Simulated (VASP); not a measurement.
Write the native input for VASP 6.6.1 that does the following.

| Property | Result |
| --- | --- |
| Task | single point |
| Functional | PBE |
| Potentials or basis | VASP PAW PBE potentials, release 64 (Na_pv, Pb_d, Au) |
| Cutoff | 520 eV |
| k mesh | 10 × 10 × 10 |
| Occupations | gaussian, width 0.1 eV |
| Spin | no spin polarisation |
| Dipole correction | no |
| Further INCAR settings | ALGO = Fast; EDIFF = 1e-07; NBANDS = 36 |

The structure of NaPb2Au2 lies in POSCAR:

```
NaPb2Au2
1.0
   -2.6753384956      2.6753384956      5.2670588638
    2.6753384956     -2.6753384956      5.2670588638
    2.6753384956      2.6753384956     -5.2670588638
Na Pb Au
1 2 2
Direct
    0.0000000000      0.0000000000      0.0000000000
    0.6506520514      0.6506520514      0.0000000000
    0.3493479486      0.3493479486      0.0000000000
    0.2500000000      0.7500000000      0.5000000000
    0.7500000000      0.2500000000      0.5000000000
```

The input as run:

INCAR

```
ALGO = Fast
EDIFF = 1E-7
ENCUT = 520
GGA = PE
ISIF = 2
ISMEAR = 0
LASPH = True
LCHARG = True
LELF = True
LREAL = False
LVHAR = True
LWAVE = False
NBANDS = 36
NELM = 100
PREC = Accurate
SIGMA = 0.1
```

KPOINTS

```
k-points
0
Gamma
  10 10 10
```

Potentials or basis: VASP PAW PBE potentials, release 64 (Na_pv, Pb_d, Au).

The run is started by

```bash
$ cat potpaw_PBE.64/Na_pv/POTCAR potpaw_PBE.64/Pb_d/POTCAR potpaw_PBE.64/Au/POTCAR > POTCAR
$ mpirun -np 1 vasp_std > vasp.out
```

Results of the run:

```
Pressure               : 0.0 GPa
Largest force          : 0.007 eV/Å
Band gap on the k mesh : zero (an odd number of electrons rules out a gap without spin polarisation)
```

Caveat: spin-orbit coupling is left out, which moves the levels of the heavy elements.

It took 17 min on 1 thread of Intel(R) Xeon(R) Platinum 8259CL CPU @ 2.50GHz (Skylake/Cascade Lake), with other jobs on the host, peak memory 0.68 GiB.
